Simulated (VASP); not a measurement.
# NiO (P6_3/mmc) in VASP: single point with PBE

Aim: the single point of NiO with PBE.

All numbers are computed with VASP 6.6.1; they aren't measurements. Logs are shortened: lines on timing, memory, paths and dates and some standing lists are left out, and cuts for length are marked.

### 1 The cell of the first run

The structure is hexagonal, space group P6_3/mmc (No. 194). Conventional cell: a = 2.842 Å, b = 2.842 Å, c = 5.363 Å, α = 90.00°, β = 90.00°, γ = 120.00°. Within 2.8 Å of Ni (site symmetry -6m2) lie 6 O at 2.12 Å. O (site symmetry -3m) has 6 Ni at 2.12 Å and 2 O at 2.68 Å within 2.8 Å.

### 2 Single point, PBE, collinear spin, ferromagnetic start

Input file INCAR:

```
PREC     = Accurate       # precision mode
ENCUT    = 520            # plane-wave cutoff, eV
EDIFF    = 1E-6           # SCF threshold, eV
ISMEAR   = 0              # smearing method
SIGMA    = 0.1            # smearing width, eV
LREAL    = False          # projectors in reciprocal space
LASPH    = True           # aspherical terms in the spheres
NELM     = 150            # most SCF steps
ALGO     = Normal         # electronic algorithm
ISIF     = 2              # what is computed and relaxed
LWAVE    = False          # write WAVECAR
LCHARG   = False          # write CHGCAR
ISPIN    = 2              # spin polarisation
MAGMOM   = -1.51 -1.51 -0.41 -0.41 # initial moments
LORBIT   = 11             # projections on sites
LMAXMIX  = 4              # l up to which the mixer works
GGA      = PE             # functional
NBANDS   = 28             # bands
```

Input file KPOINTS:

```
Automatic mesh
0
Gamma
  18 18 10
```

Input file POSCAR:

```
NiO
1.0
    2.8416273336      0.0000000000      0.0000000000
   -1.4208136668      2.4609214590      0.0000000000
    0.0000000000      0.0000000000      5.3630983784
Ni O
2 2
Direct
    0.6666666667      0.3333333333      0.7500000000
    0.3333333333      0.6666666667      0.2500000000
    0.0000000000      0.0000000000      0.0000000000
    0.0000000000      0.0000000000      0.5000000000
```

Potentials or basis: VASP PAW PBE potentials, release 64 (Ni, O).

Command:

```
> cat potpaw_PBE.64/Ni/POTCAR potpaw_PBE.64/O/POTCAR > POTCAR
> mpirun -np 1 vasp_std > vasp.out
```

OUTCAR:

```text
PREC = Accurate
   ENCUT = 520
   EDIFF = 1E-6
   ISMEAR = 0
   LREAL = False
   LASPH = True
   NELM = 150
   ISIF = 2
   ISPIN = 2
   LORBIT = 11
   GGA = PE

 ion  position               nearest neighbor table
   1  0.667  0.333  0.750-   3 2.12   4 2.12   3 2.12   4 2.12   3 2.12   4 2.12
   2  0.333  0.667  0.250-   3 2.12   4 2.12   3 2.12   4 2.12   3 2.12   4 2.12
   3  0.000  0.000  0.000-   1 2.12   2 2.12   1 2.12   2 2.12   1 2.12   2 2.12
   4  0.000  0.000  0.500-   1 2.12   2 2.12   1 2.12   2 2.12   1 2.12   2 2.12

  LATTYP: Found a hexagonal cell.
 ALAT       =     2.8416273336
 C/A-ratio  =     1.8873334709

  Lattice vectors:

 A1 = (   2.8416273336,   0.0000000000,   0.0000000000)
 A2 = (  -1.4208136668,   2.4609214590,   0.0000000000)
 A3 = (   0.0000000000,   0.0000000000,   5.3630983784)

Analysis of symmetry for initial positions (statically):
=====================================================================
 Subroutine PRICEL returns:
 Original cell was already a primitive cell.

 Routine SETGRP: Setting up the symmetry group for a
 hexagonal supercell.

 Subroutine GETGRP returns: Found 24 space group operations
 (whereof 12 operations were pure point group operations)
 out of a pool of 24 trial point group operations.

The static configuration has the point symmetry D_3d.
 The point group associated with its full space group is D_6h.

Analysis of symmetry for dynamics (positions and initial velocities):
=====================================================================
 Subroutine PRICEL returns:
 Original cell was already a primitive cell.

 Routine SETGRP: Setting up the symmetry group for a
 hexagonal supercell.

 Subroutine GETGRP returns: Found 24 space group operations
 (whereof 12 operations were pure point group operations)
 out of a pool of 24 trial point group operations.

The dynamic configuration has the point symmetry D_3d.
 The point group associated with its full space group is D_6h.

Analysis of structural, dynamic, and magnetic symmetry:
=====================================================================
 Subroutine PRICEL returns:
 Original cell was already a primitive cell.

 Routine SETGRP: Setting up the symmetry group for a
 hexagonal supercell.

[... 125 lines left out ...]
   EFERMI_NEDOS =   21; number of points for ismear=-14 and -15
   IALGO  =     38    algorithm
   IMIX   =      4    mixing-type and parameters
     AMIX     =   0.40;   BMIX     =  1.00
     AMIX_MAG =   1.60;   BMIX_MAG =  1.00
  volume/ion in A,a.u.               =       9.38        63.27
  Fermi-wavevector in a.u.,A,eV,Ry     =   1.552737  2.934248 32.803547  2.410993
  Thomas-Fermi vector in A             =   2.657069
   LORBIT       =     11    0 simple, 1 ext, 2 COOP (PROOUT), +10 PAW based schemes
   GGA     = PE    functional components
   LHFCALC =     F    Hartree Fock is set to
   AEXX    =    0.0000 exact exchange contribution
   IVDW    =     0    specifies the selected vdW correction
   LEPSILON=     F    determine dielectric tensor
   LRPA    =     F    only Hartree local field effects (RPA)
 spin polarized calculation
 Gauss-broadening in eV      SIGMA  =   0.10
  energy-cutoff  :      520.00
  volume of cell :       37.50
 maximum number of plane-waves:      1025
 NGX is ok and might be reduce to    24
   NGX = 11   NGY = 11   NGZ = 19

 number of electron      31.9999992 magnetization      -3.4449575

 Free energy of the ion-electron system (eV)
  ---------------------------------------------------
  ext. energy  EPLUGINS =         0.00000000
  ---------------------------------------------------
  free energy    TOTEN  =       -22.07798517 eV

  energy without entropy =      -22.05532052  energy(sigma->0) =      -22.06665284

 E-fermi :   7.3264     XC(G=0): -12.5446

 val. band max:        7.3253254415   @ k =   0.4444   0.0000   0.2000
 cond. band min:       7.3268782916   @ k =   0.2778   0.0000   0.3000
 fundamental gap:      0.0015528501
 Fermi energy:         7.3263586803

 spin component 1

 k-point     1 :       0.0000    0.0000    0.0000
  band No.  band energies     occupation
      1     -12.2724      1.00000
      2     -11.1138      1.00000
      3      -0.6589      1.00000
      4       3.7588      1.00000
      5       3.7588      1.00000
      6       4.5625      1.00000
[... 733 lines left out ...]
     27      26.1402      0.00000
     28      26.5156      0.00000

 [... further k-points ...]

 spin component 2

 k-point     1 :       0.0000    0.0000    0.0000
  band No.  band energies     occupation
      1     -12.8095      1.00000
      2     -11.7101      1.00000
      3      -0.9753      1.00000
      4       2.9388      1.00000
      5       2.9388      1.00000
      6       3.4798      1.00000
[... 733 lines left out ...]
     27      25.8413      0.00000
     28      26.2051      0.00000

 [... further k-points ...]
[... 5 lines left out ...]
  --------------------------------------------------------------------------------------
  -------------------------------------------------------------------------------------
  Total       -0.0373897     -0.0373897     -0.0590503     -0.0000000      0.0000000      0.0000000
  in kB       -1.5972852     -1.5972852     -2.5226213     -0.0000000      0.0000000      0.0000000
  external PRESSURE =      -1.9057306 kB  Pullay stress =       0.0000000 kB

 VOLUME and BASIS-vectors are now :
 -----------------------------------------------------------------------------
  energy-cutoff  :      520.00
  volume of cell :       37.50
      direct lattice vectors                 reciprocal lattice vectors
     2.841627334  0.000000000  0.000000000     0.351911029  0.203175928  0.000000000
    -1.420813667  2.460921459  0.000000000     0.000000000  0.406351855  0.000000000
     0.000000000  0.000000000  5.363098378     0.000000000  0.000000000  0.186459380

 POSITION                                       TOTAL-FORCE (eV/Angst)
 -----------------------------------------------------------------------------------
      1.42081      0.82031      4.02232        -0.000000     -0.000000     -0.000000
     -0.00000      1.64061      1.34077         0.000000      0.000000      0.000000
      0.00000      0.00000      0.00000        -0.000000     -0.000000      0.000000
      0.00000      0.00000      2.68155        -0.000000     -0.000000      0.000000
 -----------------------------------------------------------------------------------
    total drift:                               -0.000000      0.000000     -0.000000

  FREE ENERGIE OF THE ION-ELECTRON SYSTEM (eV)
  ---------------------------------------------------
  free  energy   TOTEN  =       -22.0779851720 eV

  energy  without entropy=      -22.0553205167  energy(sigma->0) =      -22.06665284

 total charge

# of ion       s       p       d       tot
------------------------------------------
    1        0.320   0.381   8.247   8.949
    2        0.320   0.381   8.247   8.949
    3        1.577   3.357   0.000   4.934
    4        1.577   3.357   0.000   4.934
--------------------------------------------------
tot          3.795   7.476  16.494  27.765

 magnetization (x)

# of ion       s       p       d       tot
------------------------------------------
    1       -0.004  -0.012  -1.322  -1.338
    2       -0.004  -0.012  -1.322  -1.338
    3       -0.013  -0.327   0.000  -0.341
    4       -0.013  -0.327   0.000  -0.341
--------------------------------------------------
tot         -0.034  -0.679  -2.643  -3.357
```

Run time: 3 min. Hardware: 1 thread of Intel Xeon 6975P-C (Granite Rapids), shared host; peak memory 0.42 GiB.

What came out:

| Property | Result |
| --- | --- |
| Free energy | -22.0780 eV |
| Pressure | -0.2 GPa |
| Net moment | -3.44 μB per cell |
| Site moments | Ni -1.34; O -0.34 μB |
| Valence electrons inside the program's atomic spheres | Ni 8.95; O 4.93 |

Levels at points of the mesh, in eV from the Fermi level:
Spin up:
```csv
k point,band 11,band 12,band 13,band 14,band 15,band 16,band 17,band 18
"(0.00, 0.00, 0.00)",-1.30,-0.91,-0.70,-0.70,0.67,0.67,0.99,0.99
"(0.50, 0.00, 0.00)",-0.55,-0.43,-0.38,-0.27,-0.12,-0.01,1.74,1.74
"(0.00, 0.00, 0.50)",-0.76,-0.76,-0.76,-0.76,0.67,0.67,0.67,0.67
"(0.50, 0.00, 0.50)",-0.33,-0.33,-0.18,-0.18,0.31,0.31,0.84,0.84
```
Spin down:
```csv
k point,band 15,band 16,band 17,band 18,band 19,band 20,band 21,band 22
"(0.00, 0.00, 0.00)",-0.54,-0.54,-0.43,-0.43,1.11,7.28,7.40,15.42
"(0.50, 0.00, 0.00)",-1.38,-1.09,0.18,0.26,4.99,6.43,8.54,11.54
"(0.00, 0.00, 0.50)",-0.60,-0.60,-0.60,-0.60,3.47,3.47,12.22,12.22
"(0.50, 0.00, 0.50)",-1.20,-1.20,-0.70,-0.70,7.01,7.01,8.37,8.37
```

Caveat: semilocal functionals often make such compounds metallic where correlation or magnetic order opens a gap, which also shifts bond lengths.
